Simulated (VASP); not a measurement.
# Fe (Im-3m) in VASP: notebook

Runs on Fe. Level: PBEsol. Tasks: single point, relaxation of cell and atoms.

Everything below comes from runs of VASP 6.6.1. Logs are shortened: lines on timing, memory, paths and dates and some standing lists are left out, and cuts for length are marked.

## 1. The cell of the first run

The structure is cubic, space group Im-3m (No. 229). Conventional cell: a = 2.765 Å, b = 2.765 Å, c = 2.765 Å, α = 90.00°, β = 90.00°, γ = 90.00°. Within 3.2 Å of Fe (site symmetry m-3m) lie 14 Fe at 2.39 to 2.76 Å.

## 2. Single point, PBEsol, collinear spin, ferromagnetic start

File INCAR:

```
SYSTEM = Fe
ALGO = Normal
EDIFF = 1E-6
ENCUT = 520
GGA = PS
ISIF = 2
ISMEAR = -1
ISPIN = 2
LASPH = .TRUE.
LCHARG = .FALSE.
LMAXMIX = 4
LORBIT = 11
LREAL = .FALSE.
LWAVE = .FALSE.
MAGMOM = 3
NBANDS = 14
NELM = 150
PREC = Accurate
SIGMA = 0.05
```

File KPOINTS:

```
k-points
0
G
  13 13 13
  0 0 0
```

File POSCAR:

```
Fe
1.0
   -1.3823254614      1.3823254614      1.3823254614
    1.3823254614     -1.3823254614      1.3823254614
    1.3823254614      1.3823254614     -1.3823254614
Fe
1
Direct
    0.0000000000      0.0000000000      0.0000000000
```

Potentials or basis: VASP PAW PBE potentials, release 64 (Fe).

Command:

```console
> cat potpaw_PBE.64/Fe/POTCAR > POTCAR
> mpirun -np 1 vasp_std > vasp.out
```

OUTCAR:

```text
SYSTEM = Fe
   EDIFF = 1E-6
   ENCUT = 520
   GGA = PS
   ISIF = 2
   ISMEAR = -1
   ISPIN = 2
   LASPH = .TRUE.
   LORBIT = 11
   LREAL = .FALSE.
   NELM = 150
   PREC = Accurate

 ion  position               nearest neighbor table
   1  0.000  0.000  0.000-

  LATTYP: Found a body centered cubic cell.
 ALAT       =     2.7646509228

  Lattice vectors:

 A1 = (  -1.3823254614,   1.3823254614,   1.3823254614)
 A2 = (   1.3823254614,  -1.3823254614,   1.3823254614)
 A3 = (   1.3823254614,   1.3823254614,  -1.3823254614)

Analysis of symmetry for initial positions (statically):
=====================================================================
 Subroutine PRICEL returns:
 Original cell was already a primitive cell.

 Routine SETGRP: Setting up the symmetry group for a
 body centered cubic supercell.

 Subroutine GETGRP returns: Found 48 space group operations
 (whereof 48 operations were pure point group operations)
 out of a pool of 48 trial point group operations.

The static configuration has the point symmetry O_h .

Analysis of symmetry for dynamics (positions and initial velocities):
=====================================================================
 Subroutine PRICEL returns:
 Original cell was already a primitive cell.

 Routine SETGRP: Setting up the symmetry group for a
 body centered cubic supercell.

 Subroutine GETGRP returns: Found 48 space group operations
 (whereof 48 operations were pure point group operations)
 out of a pool of 48 trial point group operations.

The dynamic configuration has the point symmetry O_h .

Analysis of structural, dynamic, and magnetic symmetry:
=====================================================================
 Subroutine PRICEL returns:
 Original cell was already a primitive cell.

 Routine SETGRP: Setting up the symmetry group for a
 body centered cubic supercell.

 Subroutine GETGRP returns: Found 48 space group operations
 (whereof 48 operations were pure point group operations)
 out of a pool of 48 trial point group operations.

The overall configuration has the point symmetry O_h .

 Subroutine INISYM returns: Found 48 space group operations
 (whereof 48 operations are pure point group operations),
 and found     1 'primitive' translations

----------------------------------------------------------------------------------------

                                     Primitive cell

  volume of cell :      10.5655

  direct lattice vectors                    reciprocal lattice vectors
    -1.382325461  1.382325461  1.382325461     0.000000000  0.361709318  0.361709318
     1.382325461 -1.382325461  1.382325461     0.361709318  0.000000000  0.361709318
     1.382325461  1.382325461 -1.382325461     0.361709318  0.361709318  0.000000000

  length of vectors
     2.394257932  2.394257932  2.394257932     0.511534223  0.511534223  0.511534223

  position of ions in fractional coordinates (direct lattice)
     0.000000000  0.000000000  0.000000000

  ion indices of the primitive-cell ions
   primitive index   ion index
                 1           1

----------------------------------------------------------------------------------------

 KPOINTS: k-points

Automatic generation of k-mesh.
 Grid dimensions read from file:
 generate k-points for:   13   13   13

 Generating k-lattice:

  Cartesian coordinates                     Fractional coordinates (reciprocal lattice)
     0.000000000  0.027823794  0.027823794     0.076923077  0.000000000  0.000000000
     0.027823794  0.000000000  0.027823794     0.000000000  0.076923077  0.000000000
     0.027823794  0.027823794  0.000000000     0.000000000  0.000000000  0.076923077

  Length of vectors
     0.039348786  0.039348786  0.039348786

  Shift w.r.t. Gamma in fractional coordinates (k-lattice)
     0.000000000  0.000000000  0.000000000

 Subroutine IBZKPT returns following result:
 ===========================================

 Found     84 irreducible k-points:

 Following reciprocal coordinates:
            Coordinates               Weight
  0.000000  0.000000  0.000000      1.000000
  0.076923  0.000000  0.000000     12.000000
  0.153846  0.000000  0.000000     12.000000
  0.230769  0.000000  0.000000     12.000000
  0.307692  0.000000  0.000000     12.000000
  0.384615  0.000000  0.000000     12.000000
[... 16 lines left out ...]
  0.153846  0.076923  0.076923     24.000000
  0.230769  0.076923  0.076923     24.000000
 [... further k-points ...]
   k-points           NKPTS =     84   k-points in BZ     NKDIM =     84   number of bands    NBANDS=     14
   number of dos      NEDOS =    301   number of ions     NIONS =      1
   total plane-waves  NPLWV =   5832
   dimension x,y,z NGX =    18 NGY =   18 NGZ =   18
   dimension x,y,z NGXF=    36 NGYF=   36 NGZF=   36
   ions per type =               1
   NGX,Y,Z   is equivalent  to a cutoff of  12.50, 12.50, 12.50 a.u.
   NGXF,Y,Z  is equivalent  to a cutoff of  25.00, 25.00, 25.00 a.u.
 SYSTEM =  Fe
   PREC   = accura    normal or accurate (medium, high low for compatibility)
   ISTART =      0    job   : 0-new  1-cont  2-samecut
   ICHARG =      2    charge: 1-file 2-atom 10-const
   ISPIN  =      2    spin polarized calculation?
   LNONCOLLINEAR =      F non collinear calculations
   LSORBIT =      F    spin-orbit coupling
   LASPH  =      T    aspherical Exc in radial PAW
   ENCUT  =  520.0 eV  38.22 Ry    6.18 a.u.   4.45  4.45  4.45*2*pi/ulx,y,z
   NELM   =    150;   NELMIN=  2; NELMDL= -5     # of ELM steps
   EDIFF  = 0.1E-05   stopping-criterion for ELM
   LREAL  =      F    real-space projection
   EDIFFG = 0.1E-04   stopping-criterion for IOM
   NSW    =      0    number of steps for IOM
   IBRION =     -1    ionic relax: 0-MD 1-quasi-New 2-CG
   NFREE  =      0    steps in history (QN), initial steepest desc. (CG)
   ISIF   =      2    stress and relaxation
   ISYM   =      2    0-nonsym 1-usesym 2-fastsym
   POTIM  = 0.5000    time-step for ionic-motion
   TEBEG  =    0.0;   TEEND  =   0.0 temperature during run
   PSTRESS=    0.0 pullay stress
   NELECT =       8.0000    total number of electrons
   NUPDOWN=      -1.0000    fix difference up-down
   EMIN   =  10.00;   EMAX   =-10.00  energy-range for DOS
   EFERMI =   0.00;   METHOD = LEGACY
   ISMEAR =    -1;   SIGMA  =   0.05  broadening in eV -4-tet -1-fermi 0-gaus
   EFERMI_NEDOS =   21; number of points for ismear=-14 and -15
   IALGO  =     38    algorithm
   IMIX   =      4    mixing-type and parameters
     AMIX     =   0.40;   BMIX     =  1.00
     AMIX_MAG =   1.60;   BMIX_MAG =  1.00
  volume/ion in A,a.u.               =      10.57        71.30
  Fermi-wavevector in a.u.,A,eV,Ry     =   1.492134  2.819725 30.292884  2.226464
  Thomas-Fermi vector in A             =   2.604701
   LORBIT       =     11    0 simple, 1 ext, 2 COOP (PROOUT), +10 PAW based schemes
   GGA     = PS    functional components
   LHFCALC =     F    Hartree Fock is set to
   AEXX    =    0.0000 exact exchange contribution
   IVDW    =     0    specifies the selected vdW correction
   LEPSILON=     F    determine dielectric tensor
   LRPA    =     F    only Hartree local field effects (RPA)
 spin polarized calculation
  energy-cutoff  :      520.00
  volume of cell :       10.57
 maximum number of plane-waves:       321
 NGX is ok and might be reduce to    18
   NGX =  9   NGY =  9   NGZ =  9

 number of electron       7.9999997 magnetization       2.0357100

 Free energy of the ion-electron system (eV)
  ---------------------------------------------------
  ext. energy  EPLUGINS =         0.00000000
  ---------------------------------------------------
  free energy    TOTEN  =        -8.91878213 eV

  energy without entropy =       -8.91037798  energy(sigma->0) =       -8.91458005

 E-fermi :   6.5160     XC(G=0): -13.6971

 val. band max:        6.5041907020   @ k =  -0.2308   0.2308   0.1538
 cond. band min:       6.5281530391   @ k =  -0.3077   0.3077   0.1538
 fundamental gap:      0.0239623371
 Fermi energy:         6.5159663759

 spin component 1

 k-point     1 :       0.0000    0.0000    0.0000
  band No.  band energies     occupation
      1      -2.5099      1.00000
      2       4.0101      1.00000
      3       4.0101      1.00000
      4       4.0101      1.00000
      5       5.4190      1.00000
      6       5.4190      1.00000
      7      32.0846      0.00000
      8      32.0846      0.00000
      9      32.0846      0.00000
     10      37.6773      0.00000
     11      37.6773      0.00000
     12      40.3938      0.00000
     13      40.3938      0.00000
     14      40.3938      0.00000

 k-point     2 :       0.0769    0.0000    0.0000
  band No.  band energies     occupation
      1      -2.2508      1.00000
      2       3.9344      1.00000
      3       4.0020      1.00000
      4       4.1572      1.00000
      5       5.3449      1.00000
      6       5.4253      1.00000
      7      30.6178      0.00000
      8      31.7362      0.00000
      9      31.9659      0.00000
     10      36.9573      0.00000
     11      37.8444      0.00000
     12      38.0028      0.00000
     13      38.8935      0.00000
     14      41.0222      0.00000
[... 343 lines left out ...]
      1       0.0167      1.00000
      2       3.3440      1.00000
      3       3.4503      1.00000
      4       5.2988      1.00000
      5       5.4533      1.00000
      6       5.7899      1.00000
      7      24.0841      0.00000
      8      25.8531      0.00000
      9      28.8650      0.00000
     10      34.1018      0.00000
     11      39.4051      0.00000
     12      39.4293      0.00000
     13      41.8397      0.00000
     14      43.0967      0.00000

 k-point    24 :       0.2308    0.0769    0.0769
  band No.  band energies     occupation
      1       1.0448      1.00000
      2       3.0690      1.00000
      3       3.5177      1.00000
      4       5.3632      1.00000
      5       5.5445      1.00000
      6       6.7270      0.01447
      7      20.5838      0.00000
      8      24.6046      0.00000
      9      26.9945      0.00000
     10      34.1131      0.00000
     11      38.8031      0.00000
     12      40.8742      0.00000
     13      42.9100      0.00000
     14      46.5528      0.00000

 [... further k-points ...]

 spin component 2

 k-point     1 :       0.0000    0.0000    0.0000
  band No.  band energies     occupation
      1      -2.2494      1.00000
      2       5.7721      1.00000
      3       5.7722      1.00000
      4       5.7722      1.00000
      5       7.9367      0.00000
      6       7.9368      0.00000
      7      32.0167      0.00000
      8      32.0167      0.00000
      9      32.0167      0.00000
     10      38.0051      0.00000
     11      38.0051      0.00000
     12      41.0899      0.00000
     13      41.0899      0.00000
     14      41.0899      0.00000

 k-point     2 :       0.0769    0.0000    0.0000
  band No.  band energies     occupation
      1      -1.9888      1.00000
      2       5.6838      1.00000
      3       5.7557      1.00000
      4       5.9301      0.99999
      5       7.8419      0.00000
      6       7.9436      0.00000
      7      30.7458      0.00000
      8      31.7338      0.00000
      9      31.9716      0.00000
     10      37.3435      0.00000
     11      38.6641      0.00000
     12      38.6772      0.00000
     13      39.3179      0.00000
     14      41.6579      0.00000
[... 343 lines left out ...]
      1       0.3460      1.00000
      2       4.9950      1.00000
      3       5.0992      1.00000
      4       7.6272      0.00000
      5       7.7178      0.00000
      6       7.9563      0.00000
      7      24.6981      0.00000
      8      26.3224      0.00000
      9      29.6213      0.00000
     10      34.1133      0.00000
     11      39.8067      0.00000
     12      40.0170      0.00000
     13      42.2970      0.00000
     14      43.7123      0.00000

 k-point    24 :       0.2308    0.0769    0.0769
  band No.  band energies     occupation
      1       1.5799      1.00000
      2       4.6707      1.00000
      3       4.9719      1.00000
      4       7.7415      0.00000
      5       8.0801      0.00000
      6       8.5439      0.00000
      7      21.3792      0.00000
      8      25.0787      0.00000
      9      27.6975      0.00000
     10      34.2800      0.00000
     11      39.4105      0.00000
     12      41.2021      0.00000
     13      43.2999      0.00000
     14      47.1283      0.00000

 [... further k-points ...]
[... 5 lines left out ...]
  --------------------------------------------------------------------------------------
  -------------------------------------------------------------------------------------
  Total        0.3307975      0.3307975      0.3307975     -0.0000000      0.0000000      0.0000000
  in kB       50.1628152     50.1628152     50.1628152     -0.0000000      0.0000000      0.0000000
  external PRESSURE =      50.1628152 kB  Pullay stress =       0.0000000 kB

 VOLUME and BASIS-vectors are now :
 -----------------------------------------------------------------------------
  energy-cutoff  :      520.00
  volume of cell :       10.57
      direct lattice vectors                 reciprocal lattice vectors
    -1.382325461  1.382325461  1.382325461     0.000000000  0.361709318  0.361709318
     1.382325461 -1.382325461  1.382325461     0.361709318  0.000000000  0.361709318
     1.382325461  1.382325461 -1.382325461     0.361709318  0.361709318  0.000000000

 POSITION                                       TOTAL-FORCE (eV/Angst)
 -----------------------------------------------------------------------------------
      0.00000      0.00000      0.00000         0.000000      0.000000      0.000000
 -----------------------------------------------------------------------------------
    total drift:                                0.000000      0.000000      0.000000

  FREE ENERGIE OF THE ION-ELECTRON SYSTEM (eV)
  ---------------------------------------------------
  free  energy   TOTEN  =        -8.9187821268 eV

  energy  without entropy=       -8.9103779767  energy(sigma->0) =       -8.91458005

 total charge

# of ion       s       p       d       tot
------------------------------------------
    1        0.522   0.612   6.301   7.435

 magnetization (x)

# of ion       s       p       d       tot
------------------------------------------
    1       -0.013  -0.051   2.077   2.014
```

Run time: 38 s. Hardware: 1 thread of Intel Xeon 8259CL, shared host; peak memory 0.14 GiB.

Results:

| Quantity | Value |
| --- | --- |
| Free energy | -8.9188 eV |
| Pressure | 5.0 GPa |
| Band gap on the k mesh | zero (filled and empty bands overlap) |
| Net moment | 2.04 μB per cell |
| Site moments | Fe +2.01 μB |
| Valence electrons inside the program's atomic spheres | Fe 7.43 |

Levels at points of the mesh, in eV from the Fermi level:
Spin up:
```csv
k point,band 1,band 2,band 3,band 4,band 5,band 6,band 7,band 8,band 9,band 10
"(0.00, 0.00, 0.00)",-9.03,-2.51,-2.51,-2.51,-1.10,-1.10,25.57,25.57,25.57,31.16
```
Spin down:
| k point | band 1 | band 2 | band 3 | band 4 | band 5 | band 6 | band 7 |
| --- | --- | --- | --- | --- | --- | --- | --- |
| (0.00, 0.00, 0.00) | -8.77 | -0.74 | -0.74 | -0.74 | 1.42 | 1.42 | 25.50 |

Caveat: the cell stands under pressure; the PAW data sets were made with another functional, which shifts forces and pressure a little.

## 3. Single point, PBEsol, collinear spin, ferromagnetic start

This run uses another cell than the first one, of 10.79 Å³/atom.

File INCAR:

```
PREC     = Accurate       # precision mode
ENCUT    = 520            # plane-wave cutoff, eV
EDIFF    = 1E-6           # SCF threshold, eV
ISMEAR   = -1             # smearing method
SIGMA    = 0.05           # smearing width, eV
LREAL    = F              # projectors in reciprocal space
LASPH    = T              # aspherical terms in the spheres
NELM     = 150            # most SCF steps
ALGO     = Normal         # electronic algorithm
ISIF     = 2              # what is computed and relaxed
LWAVE    = F              # write WAVECAR
LCHARG   = F              # write CHGCAR
ISPIN    = 2              # spin polarisation
MAGMOM   = 3              # initial moments
LORBIT   = 11             # projections on sites
LMAXMIX  = 4              # l up to which the mixer works
GGA      = PS             # functional
NBANDS   = 14             # bands
```

File KPOINTS:

```
regular mesh
0
Gamma
  13 13 13
```

File POSCAR:

```
Fe
1.0
   -1.3920357098      1.3920357098      1.3920357098
    1.3920357098     -1.3920357098      1.3920357098
    1.3920357098      1.3920357098     -1.3920357098
Fe
1
Direct
    0.0000000000      0.0000000000      0.0000000000
```

Potentials or basis: VASP PAW PBE potentials, release 64 (Fe).

Command:

```console
> cat potpaw_PBE.64/Fe/POTCAR > POTCAR
> mpirun -np 1 vasp_std > vasp.out
```

OUTCAR:

```text
PREC = Accurate
   ENCUT = 520
   EDIFF = 1E-6
   ISMEAR = -1
   LREAL = F
   LASPH = T
   NELM = 150
   ISIF = 2
   ISPIN = 2
   LORBIT = 11
   GGA = PS

 ion  position               nearest neighbor table
   1  0.000  0.000  0.000-

  LATTYP: Found a body centered cubic cell.
 ALAT       =     2.7840714196

  Lattice vectors:

 A1 = (  -1.3920357098,   1.3920357098,   1.3920357098)
 A2 = (   1.3920357098,  -1.3920357098,   1.3920357098)
 A3 = (   1.3920357098,   1.3920357098,  -1.3920357098)

Analysis of symmetry for initial positions (statically):
[... 1022 lines left out ...]
  Total        0.0067313      0.0067313      0.0067313      0.0000000      0.0000000     -0.0000000
  in kB        0.9995431      0.9995431      0.9995431      0.0000000      0.0000000     -0.0000000
  external PRESSURE =       0.9995431 kB  Pullay stress =       0.0000000 kB

 VOLUME and BASIS-vectors are now :
 -----------------------------------------------------------------------------
  energy-cutoff  :      520.00
  volume of cell :       10.79
      direct lattice vectors                 reciprocal lattice vectors
    -1.392035710  1.392035710  1.392035710     0.000000000  0.359186188  0.359186188
     1.392035710 -1.392035710  1.392035710     0.359186188  0.000000000  0.359186188
     1.392035710  1.392035710 -1.392035710     0.359186188  0.359186188  0.000000000

 POSITION                                       TOTAL-FORCE (eV/Angst)
 -----------------------------------------------------------------------------------
      0.00000      0.00000      0.00000        -0.000000      0.000000      0.000000
 -----------------------------------------------------------------------------------
    total drift:                                0.000000      0.000000      0.000000

  FREE ENERGIE OF THE ION-ELECTRON SYSTEM (eV)
  ---------------------------------------------------
  free  energy   TOTEN  =        -8.9221768740 eV

  energy  without entropy=       -8.9134117768  energy(sigma->0) =       -8.91779433

 total charge

# of ion       s       p       d       tot
------------------------------------------
    1        0.512   0.591   6.282   7.386

 magnetization (x)

# of ion       s       p       d       tot
------------------------------------------
    1       -0.013  -0.051   2.114   2.050
```

Wall time 39 s (1 thread of Intel Xeon 8259CL, shared host); peak memory 0.14 GiB.

What came out:

* Free energy: -8.9222 eV
* Pressure: 0.1 GPa
* Net moment: 2.07 μB per cell
* Site moments: Fe +2.05 μB
* Valence electrons inside the program's atomic spheres: Fe 7.39

Caveat: the PAW data sets were made with another functional, which shifts forces and pressure a little.

(Continued in part 2 of 2.)

The gap in the log of VASP goes by the Fermi energy; the results here count the filled bands.